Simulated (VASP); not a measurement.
# PbI2 (P-3m1) in VASP: settings compared

Aim: see how the results for PbI2 move with the level of theory and the settings. Levels: HSE06, PBE-based screened hybrid with 75 % exact exchange. Tasks: single point.

Everything below comes from runs of VASP 6.6.1. Logs are shortened: lines on timing, memory, paths and dates and some standing lists are left out, and cuts for length are marked.

## Step 1: The cell of the first run

It takes space group P-3m1 (No. 164, trigonal). Conventional cell: a = 4.564 Å, b = 4.564 Å, c = 7.048 Å, α = 90.00°, β = 90.00°, γ = 120.00°. Pb (site symmetry -3m) has 6 I at 3.24 Å within 4.3 Å. Within 4.3 Å of I (site symmetry 3m) lie 3 Pb at 3.24 Å and 3 I at 4.21 Å.

## Step 2: Single point, HSE06

The input, POSCAR:

```
PbI2
1.0
    4.5640816926      0.0000000000      0.0000000000
   -2.2820408463      3.9526106907      0.0000000000
    0.0000000000      0.0000000000      7.0475121411
Pb I
1 2
Direct
    0.0000000000      0.0000000000      0.0000000000
    0.3333333333      0.6666666667      0.2667068022
    0.6666666667      0.3333333333      0.7332931978
```

The input, INCAR.step1:

```
SYSTEM = PbI2
ALGO = Normal
EDIFF = 1E-5
ENCUT = 400
GGA = PE
GGA_COMPAT = .FALSE.
ISIF = 2
ISMEAR = 0
LASPH = .TRUE.
LCHARG = .FALSE.
LREAL = .FALSE.
LWAVE = .TRUE.
NBANDS = 21
NELM = 120
PREC = Accurate
SIGMA = 0.01
```

The input, INCAR.step2:

```
SYSTEM = PbI2
ALGO = Normal
EDIFF = 1E-6
ENCUT = 400
GGA = PE
GGA_COMPAT = .FALSE.
HFSCREEN = 0.2079
ISIF = 2
ISMEAR = 0
ISTART = 1
LASPH = .TRUE.
LCHARG = .FALSE.
LHFCALC = .TRUE.
LREAL = .FALSE.
LWAVE = .FALSE.
NBANDS = 21
NELM = 120
PREC = Accurate
PRECFOCK = Normal
SIGMA = 0.01
```

The input, KPOINTS:

```
k-points
0
G
  6 6 2
  0 0 0
```

Potentials or basis: VASP PAW PBE potentials, release 64 (Pb_d, I).

Started as:

```bash
$ cat potpaw_PBE.64/Pb_d/POTCAR potpaw_PBE.64/I/POTCAR > POTCAR
$ cp INCAR.step1 INCAR
$ mpirun -np 1 vasp_std > vasp.out
$ cp INCAR.step2 INCAR
$ mpirun -np 1 vasp_std > vasp.out
```

OUTCAR:

```text
SYSTEM = PbI2
   EDIFF = 1E-6
   ENCUT = 400
   GGA = PE
   HFSCREEN = 0.2079
   ISIF = 2
   ISMEAR = 0
   ISTART = 1
   LASPH = .TRUE.
   LHFCALC = .TRUE.
   LREAL = .FALSE.
   NELM = 120
   PREC = Accurate
   PRECFOCK = Normal

 ion  position               nearest neighbor table
   1  0.000  0.000  0.000-   2 3.24   3 3.24   2 3.24   3 3.24   3 3.24   2 3.24
   2  0.333  0.667  0.267-   1 3.24   1 3.24   1 3.24
   3  0.667  0.333  0.733-   1 3.24   1 3.24   1 3.24

  LATTYP: Found a hexagonal cell.
 ALAT       =     4.5640816926
 C/A-ratio  =     1.5441248899

  Lattice vectors:

 A1 = (   4.5640816926,   0.0000000000,   0.0000000000)
 A2 = (  -2.2820408463,   3.9526106907,   0.0000000000)
 A3 = (   0.0000000000,   0.0000000000,   7.0475121411)

Analysis of symmetry for initial positions (statically):
=====================================================================
 Subroutine PRICEL returns:
 Original cell was already a primitive cell.

 Routine SETGRP: Setting up the symmetry group for a
 hexagonal supercell.

 Subroutine GETGRP returns: Found 12 space group operations
 (whereof 12 operations were pure point group operations)
 out of a pool of 24 trial point group operations.

The static configuration has the point symmetry D_3d.

Analysis of symmetry for dynamics (positions and initial velocities):
=====================================================================
 Subroutine PRICEL returns:
 Original cell was already a primitive cell.

 Routine SETGRP: Setting up the symmetry group for a
 hexagonal supercell.

 Subroutine GETGRP returns: Found 12 space group operations
 (whereof 12 operations were pure point group operations)
 out of a pool of 24 trial point group operations.

The dynamic configuration has the point symmetry D_3d.

 Subroutine INISYM returns: Found 12 space group operations
 (whereof 12 operations are pure point group operations),
 and found     1 'primitive' translations

----------------------------------------------------------------------------------------

                                     Primitive cell

  volume of cell :     127.1374

  direct lattice vectors                    reciprocal lattice vectors
     4.564081693  0.000000000  0.000000000     0.219102126  0.126498671  0.000000000
    -2.282040846  3.952610691  0.000000000     0.000000000  0.252997342  0.000000000
     0.000000000  0.000000000  7.047512141     0.000000000  0.000000000  0.141894044

  length of vectors
     4.564081693  4.564081693  7.047512141     0.252997342  0.252997342  0.141894044

  position of ions in fractional coordinates (direct lattice)
     0.000000000  0.000000000  0.000000000
     0.333333333  0.666666667  0.266706802
     0.666666667  0.333333333  0.733293198

  ion indices of the primitive-cell ions
   primitive index   ion index
                 1           1
                 2           2
                 3           3

----------------------------------------------------------------------------------------

 KPOINTS: k-points

Automatic generation of k-mesh.
 Grid dimensions read from file:
 generate k-points for:    6    6    2

 Generating k-lattice:

  Cartesian coordinates                     Fractional coordinates (reciprocal lattice)
     0.036517021  0.021083112  0.000000000     0.166666667 -0.000000000  0.000000000
     0.000000000  0.042166224  0.000000000     0.000000000  0.166666667  0.000000000
     0.000000000  0.000000000  0.070947022     0.000000000  0.000000000  0.500000000

  Length of vectors
     0.042166224  0.042166224  0.070947022

  Shift w.r.t. Gamma in fractional coordinates (k-lattice)
     0.000000000  0.000000000  0.000000000

 Subroutine IBZKPT returns following result:
 ===========================================

 Found     14 irreducible k-points:

 Following reciprocal coordinates:
            Coordinates               Weight
  0.000000  0.000000  0.000000      1.000000
  0.166667  0.000000  0.000000      6.000000
  0.333333  0.000000  0.000000      6.000000
  0.500000  0.000000  0.000000      3.000000
  0.166667  0.166667  0.000000      6.000000
  0.333333  0.166667  0.000000     12.000000
  0.333333  0.333333  0.000000      2.000000
  0.000000  0.000000  0.500000      1.000000
  0.166667  0.000000  0.500000      6.000000
  0.333333  0.000000  0.500000      6.000000
  0.500000  0.000000  0.500000      3.000000
  0.166667  0.166667  0.500000      6.000000
  0.333333  0.166667  0.500000     12.000000
  0.333333  0.333333  0.500000      2.000000
   k-points           NKPTS =     14   k-points in BZ     NKDIM =     72   number of bands    NBANDS=     21
   number of dos      NEDOS =    301   number of ions     NIONS =      3
   total plane-waves  NPLWV =  43200
   dimension x,y,z NGX =    30 NGY =   30 NGZ =   48
   dimension x,y,z NGXF=    60 NGYF=   60 NGZF=   96
   ions per type =               1   2
   NGX,Y,Z   is equivalent  to a cutoff of  10.93, 10.93, 11.32 a.u.
   NGXF,Y,Z  is equivalent  to a cutoff of  21.85, 21.85, 22.65 a.u.
 SYSTEM =  PbI2
   PREC   = accura    normal or accurate (medium, high low for compatibility)
   ISTART =      1    job   : 0-new  1-cont  2-samecut
   ICHARG =      0    charge: 1-file 2-atom 10-const
   ISPIN  =      1    spin polarized calculation?
   LNONCOLLINEAR =      F non collinear calculations
   LSORBIT =      F    spin-orbit coupling
   LASPH  =      T    aspherical Exc in radial PAW
   ENCUT  =  400.0 eV  29.40 Ry    5.42 a.u.   7.44  7.44 11.49*2*pi/ulx,y,z
   NELM   =    120;   NELMIN=  2; NELMDL=  0     # of ELM steps
   EDIFF  = 0.1E-05   stopping-criterion for ELM
   LREAL  =      F    real-space projection
   EDIFFG = 0.1E-04   stopping-criterion for IOM
   NSW    =      0    number of steps for IOM
   IBRION =     -1    ionic relax: 0-MD 1-quasi-New 2-CG
   NFREE  =      0    steps in history (QN), initial steepest desc. (CG)
   ISIF   =      2    stress and relaxation
   ISYM   =      3    0-nonsym 1-usesym 2-fastsym
   POTIM  = 0.5000    time-step for ionic-motion
   TEBEG  =    0.0;   TEEND  =   0.0 temperature during run
   PSTRESS=    0.0 pullay stress
   NELECT =      28.0000    total number of electrons
   NUPDOWN=      -1.0000    fix difference up-down
   EMIN   =  10.00;   EMAX   =-10.00  energy-range for DOS
   EFERMI =   0.00;   METHOD = LEGACY
   ISMEAR =     0;   SIGMA  =   0.01  broadening in eV -4-tet -1-fermi 0-gaus
   EFERMI_NEDOS =   21; number of points for ismear=-14 and -15
   IALGO  =     38    algorithm
   IMIX   =      1    mixing-type and parameters
     AMIX     =   0.40;   BMIX     =  1.00
     AMIX_MAG =   1.60;   BMIX_MAG =  1.00
  volume/ion in A,a.u.               =      42.38       285.99
  Fermi-wavevector in a.u.,A,eV,Ry     =   0.988636  1.868251 13.298349  0.977401
  Thomas-Fermi vector in A             =   2.120177
   LORBIT       =      0    0 simple, 1 ext, 2 COOP (PROOUT), +10 PAW based schemes
   GGA     = PE    functional components
   LHFCALC =     T    Hartree Fock is set to
   PRECFOCK=normal    Normal, Fast or Accurate (Low or Medium for compatibility)
   ENCUT4O =  -1.0   cutoff for four orbital integrals eV
   NKREDX  =     1    reduce k-point grid by
   NKREDY  =     1    reduce k-point grid by
   NKREDZ  =     1    reduce k-point grid by
   AEXX    =    0.2500 exact exchange contribution
   HFSCREEN=    0.2079 screening length (either q_TF or 0.3 A-1)
   HFSCREENC=   0.2079 screening length for correlation (either q_TF or 0.3 A-1)
   ENCUTFOCK=  -1.0 apply spherical cutoff to Coloumb kernel
   IVDW    =     0    specifies the selected vdW correction
   LEPSILON=     F    determine dielectric tensor
   LRPA    =     F    only Hartree local field effects (RPA)
 non-spin polarized calculation
 Gauss-broadening in eV      SIGMA  =   0.01
  energy-cutoff  :      400.00
  volume of cell :      127.14
 maximum number of plane-waves:      2326
 NGX is ok and might be reduce to    30
  NGX = 24; NGY = 24; NGZ = 36

 number of electron      27.9999997 magnetization

 Free energy of the ion-electron system (eV)
  ---------------------------------------------------
  ext. energy  EPLUGINS =         0.00000000
  ---------------------------------------------------
  free energy    TOTEN  =       -10.33628661 eV

  energy without entropy =      -10.33628661  energy(sigma->0) =      -10.33628661

 E-fermi :   2.1683     XC(G=0):  -6.7703

 val. band max:        2.0477907186   @ k =   0.0000   0.0000   0.5000
 cond. band min:       4.9782528086   @ k =   0.0000   0.0000   0.5000
 fundamental gap:      2.9304620900
 Fermi energy:         2.1682844406

 k-point     1 :       0.0000    0.0000    0.0000
  band No.  band energies     occupation
      1     -15.7590      2.00000
      2     -15.7590      2.00000
      3     -15.7350      2.00000
      4     -15.7291      2.00000
      5     -15.7291      2.00000
      6     -11.2695      2.00000
[... 13 lines left out ...]
     20      10.7979      0.00000
     21      10.8259      0.00000

 k-point     2 :       0.1667    0.0000    0.0000
  band No.  band energies     occupation
      1     -15.7689      2.00000
      2     -15.7562      2.00000
      3     -15.7329      2.00000
      4     -15.7299      2.00000
      5     -15.7274      2.00000
      6     -11.1350      2.00000
[... 13 lines left out ...]
     20      10.3033      0.00000
     21      10.9360      0.00000

 k-point     3 :       0.3333    0.0000    0.0000
  band No.  band energies     occupation
      1     -15.7898      2.00000
      2     -15.7531      2.00000
      3     -15.7354      2.00000
      4     -15.7238      2.00000
      5     -15.7216      2.00000
      6     -10.8058      2.00000
[... 13 lines left out ...]
     20      11.2085      0.00000
     21      11.7903      0.00000
[... 217 lines left out ...]
 k-point    13 :       0.3333    0.1667    0.5000
  band No.  band energies     occupation
      1     -15.7920      2.00000
      2     -15.7603      2.00000
      3     -15.7332      2.00000
      4     -15.7235      2.00000
      5     -15.7191      2.00000
      6     -10.4996      2.00000
[... 13 lines left out ...]
     20      11.0783      0.00000
     21      11.2017      0.00000

 k-point    14 :       0.3333    0.3333    0.5000
  band No.  band energies     occupation
      1     -15.7783      2.00000
      2     -15.7783      2.00000
      3     -15.7260      2.00000
      4     -15.7260      2.00000
      5     -15.7220      2.00000
      6     -10.3817      2.00000
[... 13 lines left out ...]
     20      10.6251      0.00000
     21      11.0777      0.00000

------------------------ aborting loop because EDIFF is reached ----------------------------------------

  FORCE on cell =-STRESS in cart. coord.  units (eV):
  Direction    XX          YY          ZZ          XY          YZ          ZX
  --------------------------------------------------------------------------------------
  -------------------------------------------------------------------------------------
  Total        0.5697335      0.5697335      0.4508723      0.0000000      0.0000000      0.0000000
  in kB        7.1797453      7.1797453      5.6818645      0.0000000      0.0000000      0.0000000
  external PRESSURE =       6.6804517 kB  Pullay stress =       0.0000000 kB

 VOLUME and BASIS-vectors are now :
 -----------------------------------------------------------------------------
  energy-cutoff  :      400.00
  volume of cell :      127.14
      direct lattice vectors                 reciprocal lattice vectors
     4.564081693  0.000000000  0.000000000     0.219102126  0.126498671  0.000000000
    -2.282040846  3.952610691  0.000000000     0.000000000  0.252997342  0.000000000
     0.000000000  0.000000000  7.047512141     0.000000000  0.000000000  0.141894044

 POSITION                                       TOTAL-FORCE (eV/Angst)
 -----------------------------------------------------------------------------------
      0.00000      0.00000      0.00000        -0.000000      0.000000      0.000000
     -0.00000      2.63507      1.87962         0.000000     -0.000000     -0.077338
      2.28204      1.31754      5.16789        -0.000000      0.000000      0.077338
 -----------------------------------------------------------------------------------
    total drift:                               -0.000001     -0.000001     -0.000004

  FREE ENERGIE OF THE ION-ELECTRON SYSTEM (eV)
  ---------------------------------------------------
  free  energy   TOTEN  =       -10.3362866074 eV

  energy  without entropy=      -10.3362866074  energy(sigma->0) =      -10.33628661
```

Run time: 25 min. Hardware: 1 thread of Intel Xeon Platinum 8488C (Sapphire Rapids), shared host; peak memory 0.34 GiB.

What came out:

| Item | Value |
| --- | --- |
| Free energy | -10.3363 eV |
| Pressure | 0.7 GPa |
| Largest force | 0.077 eV/Å |
| Band gap on the k mesh | 2.93 eV |

Forces in eV/Å, atoms in the order of the input:
```
Pb   0.000  0.000  0.000
I    0.000  0.000 -0.077
I    0.000  0.000  0.077
```

Levels at points of the mesh, in eV from the valence-band top:
```
           k point  band 11  band 12  band 13  band 14  band 15  band 16  band 17  band 18
(0.00, 0.00, 0.00)    -1.15    -1.08    -1.08    -0.88     3.18     4.08     4.08     7.19
(0.50, 0.00, 0.00)    -2.28    -1.77    -0.93    -0.45     3.55     4.38     5.43     5.80
(0.00, 0.00, 0.50)    -1.30    -0.89    -0.89     0.00     2.93     3.89     3.89     7.19
(0.50, 0.00, 0.50)    -1.93    -1.49    -1.32    -0.80     3.89     4.43     4.85     6.53
```

Caveat: the k points lie up to 0.45 Å⁻¹ apart; the PAW data sets were made with another functional, which shifts forces and pressure a little; spin-orbit coupling is left out, which moves the levels of the heavy elements; this functional lacks dispersion, which binds layers or chains, so the pressure and a relaxed spacing across them are unreliable. A k mesh can miss the band edges.

## Step 3: Single point, PBE-based screened hybrid with 75 % exact exchange

POSCAR is that of step 2.

The input, INCAR.step1:

```
SYSTEM = PbI2
PREC = Accurate ; ENCUT = 400
EDIFF = 1E-5 ; ISMEAR = 0
SIGMA = 0.01 ; LREAL = .FALSE.
LASPH = .TRUE. ; NELM = 120
ALGO = Normal ; ISIF = 2
LWAVE = .TRUE. ; GGA = PE
NBANDS = 21 ; GGA_COMPAT = .FALSE.
```

The input, INCAR.step2:

```
SYSTEM = PbI2
PREC = Accurate ; ENCUT = 400
EDIFF = 1E-6 ; ISMEAR = 0
SIGMA = 0.01 ; LREAL = .FALSE.
LASPH = .TRUE. ; NELM = 120
ALGO = Normal ; ISIF = 2
LWAVE = .FALSE. ; LCHARG = .TRUE.
GGA = PE ; LHFCALC = .TRUE.
AEXX = 0.75 ; HFSCREEN = 0.2078
PRECFOCK = Normal ; LELF = .TRUE.
LVHAR = .TRUE. ; ISTART = 1
NBANDS = 21 ; GGA_COMPAT = .FALSE.
```

The input, KPOINTS:

```
Automatic mesh
0
G
  6 6 2
  0 0 0
```

Potentials or basis: VASP PAW PBE potentials, release 64 (Pb_d, I).

Started as:

```bash
$ cat potpaw_PBE.64/Pb_d/POTCAR potpaw_PBE.64/I/POTCAR > POTCAR
$ cp INCAR.step1 INCAR
$ mpirun -np 1 vasp_std > vasp.out
$ cp INCAR.step2 INCAR
$ mpirun -np 1 vasp_std > vasp.out
```

Run time: 1.5 h. Hardware: 1 thread of Intel Xeon 8259CL, shared host; peak memory 0.34 GiB.

It converged, with:

- Free energy: -14.4790 eV
- Pressure: -0.3 GPa
- Largest force: 0.277 eV/Å
- Band gap on the k mesh: 4.50 eV

Forces on the atoms (eV/Å):
```
Pb   0.000  0.000  0.000
I    0.000  0.000 -0.277
I    0.000  0.000  0.277
```

Stress tensor (GPa, compression positive):
```
-0.15  0.00  0.00
 0.00 -0.15  0.00
 0.00  0.00 -0.57
```

Levels at points of the mesh, in eV from the valence-band top:
```
           k point  band 11  band 12  band 13  band 14  band 15  band 16  band 17  band 18
(0.00, 0.00, 0.00)    -1.48    -1.48    -1.25    -1.19     4.73     5.70     5.70     8.88
(0.50, 0.00, 0.00)    -2.79    -2.16    -1.32    -0.59     5.13     6.01     7.19     7.30
(0.00, 0.00, 0.50)    -1.69    -1.28    -1.28     0.00     4.50     5.48     5.48     8.87
(0.50, 0.00, 0.50)    -2.34    -1.83    -1.74    -0.99     5.44     6.06     6.55     8.10
```

Caveat: the k points lie up to 0.45 Å⁻¹ apart; the PAW data sets were made with another functional, which shifts forces and pressure a little; spin-orbit coupling is left out, which moves the levels of the heavy elements. A k mesh can miss the band edges.
